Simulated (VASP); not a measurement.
Cr, 1 atom in the cell. Symmetry: Im-3m, No. 229, cubic system. Conventional cell: a = 2.830 Å, b = 2.830 Å, c = 2.830 Å, α = 90.00°, β = 90.00°, γ = 90.00°. Within 3.2 Å of Cr (site symmetry m-3m) lie 14 Cr at 2.45 to 2.83 Å. 

- Program: VASP 6.6.1
- Task: single point
- Functional: r2SCAN
- Potentials or basis: VASP PAW PBE potentials, release 64 (Cr_pv)
- Cutoff: 550 eV
- k mesh: 15 × 15 × 15
- Occupations: fermi-dirac, width 1 eV
- Spin: no spin polarisation
- Dipole correction: no
- Further INCAR settings: ALGO = Normal; EDIFF = 1e-06; NBANDS = 12

Potentials or basis: VASP PAW PBE potentials, release 64 (Cr_pv).

Command:

```bash
$ cat potpaw_PBE.64/Cr_pv/POTCAR > POTCAR
$ cp INCAR.step1 INCAR
$ mpirun -np 1 vasp_std > vasp.out
$ cp INCAR.step2 INCAR
$ mpirun -np 1 vasp_std > vasp.out
```

Hardware: 1 thread of Intel(R) Xeon(R) 6975P-C (Granite Rapids) (shared host).

**Question.** How long does it take, and how much memory?

**Answer.** Run time: 31 s on 1 thread of Intel(R) Xeon(R) 6975P-C (Granite Rapids), with other jobs on the host, peak memory 0.13 GiB. Counts: k points 120.
